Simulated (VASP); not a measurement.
# SiO2 (P6_422) in VASP: relaxation of cell and atoms with PBEsol

Aim: the relaxation of cell and atoms of SiO2 with PBEsol.

All numbers are computed with VASP 6.6.1; they aren't measurements. Logs are shortened: lines on timing, memory, paths and dates and some standing lists are left out, and cuts for length are marked.

## (1) The cell of the first run

It takes space group P6_422 (No. 181, hexagonal). Conventional cell: a = 5.105 Å, b = 5.105 Å, c = 5.585 Å, α = 90.00°, β = 90.00°, γ = 120.00°. Within 2.2 Å of Si (site symmetry 222) lie 4 O at 1.62 Å. Within 2.2 Å of O (site symmetry 2) lie 2 Si at 1.62 Å.

## (2) Relaxation of cell and atoms, PBEsol

Contents of INCAR:

```
SYSTEM = SiO2
PREC = Accurate ; ENCUT = 600
EDIFF = 1E-6 ; ISMEAR = -1
SIGMA = 0.02 ; LREAL = .False.
LASPH = .True. ; NELM = 100
ALGO = Normal ; ISIF = 3
LWAVE = .False. ; LCHARG = .False.
GGA = PS ; IBRION = 2
NSW = 80 ; EDIFFG = -0.005
```

Contents of KPOINTS:

```
Automatic mesh
0
Gamma
  6 6 4
  0 0 0
```

Contents of POSCAR:

```
SiO2
1.0
    5.1053779127      0.0000000000      0.0000000000
   -2.5526889563      4.4213869683      0.0000000000
    0.0000000000      0.0000000000      5.5850468334
Si O
3 6
Direct
    0.0000000000      0.5000000000      0.3333333333
    0.5000000000      0.5000000000      0.6666666667
    0.5000000000      0.0000000000      0.0000000000
    0.5839605947      0.7919802973      0.8333333333
    0.7919802973      0.5839605947      0.5000000000
    0.7919802973      0.2080197027      0.1666666667
    0.4160394053      0.2080197027      0.8333333333
    0.2080197027      0.4160394053      0.5000000000
    0.2080197027      0.7919802973      0.1666666667
```

Potentials or basis: VASP PAW PBE potentials, release 64 (Si, O).

Launch:

```
cat potpaw_PBE.64/Si/POTCAR potpaw_PBE.64/O/POTCAR > POTCAR
mpirun -np 1 vasp_std > vasp.out
```

OUTCAR:

```text
SYSTEM = SiO2
   PREC = Accurate
   ENCUT = 600
   EDIFF = 1E-6
   ISMEAR = -1
   LREAL = .False.
   LASPH = .True.
   NELM = 100
   ISIF = 3
   GGA = PS
   IBRION = 2
   NSW = 80
   EDIFFG = -0.005

 ion  position               nearest neighbor table
   1  0.000  0.500  0.333-   6 1.62   9 1.62   8 1.62   5 1.62
   2  0.500  0.500  0.667-   4 1.62   7 1.62   5 1.62   8 1.62
   3  0.500  0.000  0.000-   6 1.62   9 1.62   7 1.62   4 1.62
   4  0.584  0.792  0.833-   2 1.62   3 1.62
   5  0.792  0.584  0.500-   2 1.62   1 1.62
   6  0.792  0.208  0.167-   1 1.62   3 1.62
   7  0.416  0.208  0.833-   2 1.62   3 1.62
   8  0.208  0.416  0.500-   2 1.62   1 1.62
   9  0.208  0.792  0.167-   1 1.62   3 1.62

  LATTYP: Found a hexagonal cell.
 ALAT       =     5.1053779127
 C/A-ratio  =     1.0939536561

  Lattice vectors:

 A1 = (   5.1053779127,   0.0000000000,   0.0000000000)
 A2 = (  -2.5526889563,   4.4213869683,   0.0000000000)
 A3 = (   0.0000000000,   0.0000000000,   5.5850468334)

Analysis of symmetry for initial positions (statically):
=====================================================================
 Subroutine PRICEL returns:
 Original cell was already a primitive cell.

 Routine SETGRP: Setting up the symmetry group for a
 hexagonal supercell.

 Subroutine GETGRP returns: Found 12 space group operations
 (whereof  4 operations were pure point group operations)
 out of a pool of 24 trial point group operations.

The static configuration has the point symmetry D_2 .
 The point group associated with its full space group is D_6 .

Analysis of symmetry for dynamics (positions and initial velocities):
=====================================================================
 Subroutine PRICEL returns:
 Original cell was already a primitive cell.

 Routine SETGRP: Setting up the symmetry group for a
 hexagonal supercell.

 Subroutine GETGRP returns: Found 12 space group operations
 (whereof  4 operations were pure point group operations)
 out of a pool of 24 trial point group operations.

The dynamic configuration has the point symmetry D_2 .
 The point group associated with its full space group is D_6 .

 Subroutine INISYM returns: Found 12 space group operations
 (whereof  4 operations are pure point group operations),
 and found     1 'primitive' translations

----------------------------------------------------------------------------------------

                                     Primitive cell

  volume of cell :     126.0704

  direct lattice vectors                    reciprocal lattice vectors
     5.105377913  0.000000000  0.000000000     0.195871886  0.113086686  0.000000000
    -2.552688956  4.421386968  0.000000000     0.000000000  0.226173372  0.000000000
     0.000000000  0.000000000  5.585046833     0.000000000  0.000000000  0.179049528

  length of vectors
     5.105377913  5.105377913  5.585046833     0.226173372  0.226173372  0.179049528

  position of ions in fractional coordinates (direct lattice)
     0.000000000  0.500000000  0.333333333
     0.500000000  0.500000000  0.666666667
     0.500000000  0.000000000  0.000000000
     0.583960595  0.791980297  0.833333333
     0.791980297  0.583960595  0.500000000
     0.791980297  0.208019703  0.166666667
     0.416039405  0.208019703  0.833333333
     0.208019703  0.416039405  0.500000000
     0.208019703  0.791980297  0.166666667

  ion indices of the primitive-cell ions
   primitive index   ion index
                 1           1
                 2           2
                 3           3
                 4           4
                 5           5
                 6           6
                 7           7
                 8           8
                 9           9

----------------------------------------------------------------------------------------

 KPOINTS: Automatic mesh

Automatic generation of k-mesh.
 Grid dimensions read from file:
 generate k-points for:    6    6    4

 Generating k-lattice:

  Cartesian coordinates                     Fractional coordinates (reciprocal lattice)
     0.032645314  0.018847781  0.000000000     0.166666667  0.000000000  0.000000000
     0.000000000  0.037695562  0.000000000     0.000000000  0.166666667  0.000000000
     0.000000000  0.000000000  0.044762382     0.000000000  0.000000000  0.250000000

  Length of vectors
     0.037695562  0.037695562  0.044762382

  Shift w.r.t. Gamma in fractional coordinates (k-lattice)
     0.000000000  0.000000000  0.000000000

 Subroutine IBZKPT returns following result:
 ===========================================

 Found     21 irreducible k-points:

 Following reciprocal coordinates:
            Coordinates               Weight
  0.000000  0.000000  0.000000      1.000000
  0.166667 -0.000000  0.000000      6.000000
  0.333333  0.000000  0.000000      6.000000
  0.500000 -0.000000  0.000000      3.000000
  0.166667  0.166667  0.000000      6.000000
  0.333333  0.166667  0.000000     12.000000
[... 13 lines left out ...]
  0.333333  0.166667  0.500000     12.000000
  0.333333  0.333333  0.500000      2.000000
   k-points           NKPTS =     21   k-points in BZ     NKDIM =     21   number of bands    NBANDS=     29
   number of dos      NEDOS =    301   number of ions     NIONS =      9
   total plane-waves  NPLWV =  84672
   dimension x,y,z NGX =    42 NGY =   42 NGZ =   48
   dimension x,y,z NGXF=    84 NGYF=   84 NGZF=   96
   ions per type =               3   6
   NGX,Y,Z   is equivalent  to a cutoff of  13.68, 13.68, 14.29 a.u.
   NGXF,Y,Z  is equivalent  to a cutoff of  27.35, 27.35, 28.58 a.u.
 SYSTEM =  SiO2
   PREC   = accura    normal or accurate (medium, high low for compatibility)
   ISTART =      0    job   : 0-new  1-cont  2-samecut
   ICHARG =      2    charge: 1-file 2-atom 10-const
   ISPIN  =      1    spin polarized calculation?
   LNONCOLLINEAR =      F non collinear calculations
   LSORBIT =      F    spin-orbit coupling
   LASPH  =      T    aspherical Exc in radial PAW
   ENCUT  =  600.0 eV  44.10 Ry    6.64 a.u.  10.20 10.20 11.15*2*pi/ulx,y,z
   NELM   =    100;   NELMIN=  2; NELMDL= -5     # of ELM steps
   EDIFF  = 0.1E-05   stopping-criterion for ELM
   LREAL  =      F    real-space projection
   EDIFFG = -.5E-02   stopping-criterion for IOM
   NSW    =     80    number of steps for IOM
   IBRION =      2    ionic relax: 0-MD 1-quasi-New 2-CG
   NFREE  =      1    steps in history (QN), initial steepest desc. (CG)
   ISIF   =      3    stress and relaxation
   ISYM   =      2    0-nonsym 1-usesym 2-fastsym
   POTIM  = 0.5000    time-step for ionic-motion
   TEBEG  =    0.0;   TEEND  =   0.0 temperature during run
   PSTRESS=    0.0 pullay stress
   NELECT =      48.0000    total number of electrons
   NUPDOWN=      -1.0000    fix difference up-down
   EMIN   =  10.00;   EMAX   =-10.00  energy-range for DOS
   EFERMI =   0.00;   METHOD = LEGACY
   ISMEAR =    -1;   SIGMA  =   0.02  broadening in eV -4-tet -1-fermi 0-gaus
   EFERMI_NEDOS =   21; number of points for ismear=-14 and -15
   IALGO  =     38    algorithm
   IMIX   =      4    mixing-type and parameters
     AMIX     =   0.40;   BMIX     =  1.00
     AMIX_MAG =   1.60;   BMIX_MAG =  1.00
  volume/ion in A,a.u.               =      14.01        94.53
  Fermi-wavevector in a.u.,A,eV,Ry     =   1.186545  2.242245 19.155489  1.407889
  Thomas-Fermi vector in A             =   2.322715
   LORBIT       =      0    0 simple, 1 ext, 2 COOP (PROOUT), +10 PAW based schemes
   GGA     = PS    functional components
   LHFCALC =     F    Hartree Fock is set to
   AEXX    =    0.0000 exact exchange contribution
   IVDW    =     0    specifies the selected vdW correction
   LEPSILON=     F    determine dielectric tensor
   LRPA    =     F    only Hartree local field effects (RPA)
 conjugate gradient relaxation of ions
 non-spin polarized calculation
  energy-cutoff  :      600.00
  volume of cell :      126.07
 maximum number of plane-waves:      4234
 NGX is ok and might be reduce to    42
   NGX = 21   NGY = 21   NGZ = 23

--------------------------------------- Ionic step        1  -------------------------------------------

 number of electron      48.0000013 magnetization

 Free energy of the ion-electron system (eV)
  ---------------------------------------------------
  ext. energy  EPLUGINS =         0.00000000
  ---------------------------------------------------
  free energy    TOTEN  =       -73.97607882 eV

  energy without entropy =      -73.97607882  energy(sigma->0) =      -73.97607882

------------------------ aborting loop because EDIFF is reached ----------------------------------------

  FORCE on cell =-STRESS in cart. coord.  units (eV):
  Direction    XX          YY          ZZ          XY          YZ          ZX
  --------------------------------------------------------------------------------------
  -------------------------------------------------------------------------------------
  Total       -1.6872049     -1.6872049     -1.6630346     -0.0000000      0.0000000     -0.0000000
  in kB      -21.4419939    -21.4419939    -21.1348229     -0.0000000      0.0000000     -0.0000000
  external PRESSURE =     -21.3396036 kB  Pullay stress =       0.0000000 kB
[... 286 lines left out ...]
  energy  without entropy=      -73.9864200204  energy(sigma->0) =      -73.98642002

--------------------------------------- Ionic step        8  -------------------------------------------

 number of electron      48.0000012 magnetization

 Free energy of the ion-electron system (eV)
  ---------------------------------------------------
  ext. energy  EPLUGINS =         0.00000000
  ---------------------------------------------------
  free energy    TOTEN  =       -73.98643221 eV

  energy without entropy =      -73.98643221  energy(sigma->0) =      -73.98643221

 E-fermi :   0.8359     XC(G=0):  -8.8476

 val. band max:        0.3511204520   @ k =   0.5000  -0.0000   0.0000
 cond. band min:       5.8943402901   @ k =   0.0000   0.0000   0.0000
 fundamental gap:      5.5432198381
 Fermi energy:         0.8359329604

 k-point     1 :       0.0000    0.0000    0.0000
  band No.  band energies     occupation
      1     -18.9380      2.00000
      2     -17.4844      2.00000
      3     -17.4844      2.00000
      4     -16.8811      2.00000
      5     -16.8456      2.00000
      6     -16.8456      2.00000
[... 697 lines left out ...]
  FREE ENERGIE OF THE ION-ELECTRON SYSTEM (eV)
  ---------------------------------------------------
  free  energy   TOTEN  =       -73.9864322106 eV

  energy  without entropy=      -73.9864322106  energy(sigma->0) =      -73.98643221

 reached required accuracy - stopping structural energy minimisation
```

Run time: 8.4 min. Hardware: 1 thread of Intel Xeon 8259CL, shared host; peak memory 0.31 GiB.

What came out:

```
Free energy                           : -73.9864 eV
Relaxed volume                        : 13.83 Å³/atom
Relaxed cell                          : a = 5.083 Å, b = 5.083 Å, c = 5.563 Å, α = 90.00°, β = 90.00°, γ = 120.00°
Space group after relaxing (to 0.1 Å) : P6_422 (No. 181)
Energy gained by relaxing             : 1.2 meV/atom
Ionic steps                           : 8
Pressure after relaxing               : 0.0 GPa
Band gap on the k mesh                : 5.54 eV (least direct gap 5.73 eV)
```

The path:
| step | energy change (eV) | largest force (eV/Å) | pressure (GPa) | volume (Å³) |
| --- | --- | --- | --- | --- |
| 1 | 0.0000 | 0.0835 | -2.13 | 126.07 |
| 2 | 0.0087 | 0.1645 | 3.00 | 122.70 |
| 3 | -0.0102 | 0.0191 | -0.03 | 124.63 |
| 4 | -0.0102 | 0.0214 | 0.01 | 124.60 |
| 5 | -0.0103 | 0.0151 | 0.02 | 124.56 |
| 6 | -0.0103 | 0.0019 | 0.04 | 124.47 |
| 7 | -0.0103 | 0.0038 | -0.08 | 124.55 |
| 8 | -0.0104 | 0.0004 | 0.00 | 124.50 |

Final structure:
```cif
data_structure
_symmetry_space_group_name_H-M 'P 1'
_symmetry_Int_Tables_number 1
_cell_length_a 5.0835
_cell_length_b 5.0835
_cell_length_c 5.5632
_cell_angle_alpha 90.000
_cell_angle_beta 90.000
_cell_angle_gamma 120.000
_cell_volume 124.50
loop_
_atom_site_label
_atom_site_type_symbol
_atom_site_fract_x
_atom_site_fract_y
_atom_site_fract_z
_atom_site_occupancy
Si1 Si 0.00000 0.50000 0.33333 1
Si2 Si 0.50000 0.50000 0.66667 1
Si3 Si 0.50000 0.00000 0.00000 1
O1 O 0.58418 0.79209 0.83333 1
O2 O 0.79209 0.58418 0.50000 1
O3 O 0.79209 0.20791 0.16667 1
O4 O 0.41582 0.20791 0.83333 1
O5 O 0.20791 0.41582 0.50000 1
O6 O 0.20791 0.79209 0.16667 1
```

Caveat: the PAW data sets were made with another functional, which shifts forces and pressure a little. A k mesh can miss the band edges.
